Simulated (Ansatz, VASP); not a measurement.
## Two plane-wave programs on InO

```
CELL_PARAMETERS angstrom
3.45361 0.00000 0.00000
-1.72681 2.99092 0.00000
0.00000 0.00000 15.87710
ATOMIC_POSITIONS crystal
In 0.66667 0.33333 0.59002
In 0.66667 0.33333 0.40998
O 0.00000 0.00000 0.63987
O 0.00000 0.00000 0.36013
```

Alike in both runs: task single point; functional LDA; k mesh 12 × 12 × 4; occupations gaussian, width 0.03 eV; no spin polarisation.

|  | VASP | Ansatz |
| --- | --- | --- |
| version | VASP 6.6.1 | Ansatz 0.2.0 |
| potentials or method | VASP PAW LDA potentials, release 64 (In_d, O), cutoff 520 eV | scalar-relativistic, plane waves, PAW |
| valence electrons in the cell | 38 | 38 |

Ansatz gave:

```
gap on the k mesh at the Fermi level (eV) : 0.29
least direct gap on the mesh (eV)         : 1.00
rms of the force components (eV/Å)        : 0.245
```

**Question.** Estimate VASP's values.

**Answer.** gap on the k mesh at the Fermi level (eV): 0.29; least direct gap on the mesh (eV): 1.00; rms of the force components (eV/Å): 0.229.

LDA's correlation is that of Perdew and Zunger in VASP and of Perdew and Wang (1992) in Ansatz. Atom by atom the forces differ by 0.016 eV/Å (rms over components). Ansatz's warnings: xc potential rough in thin density.
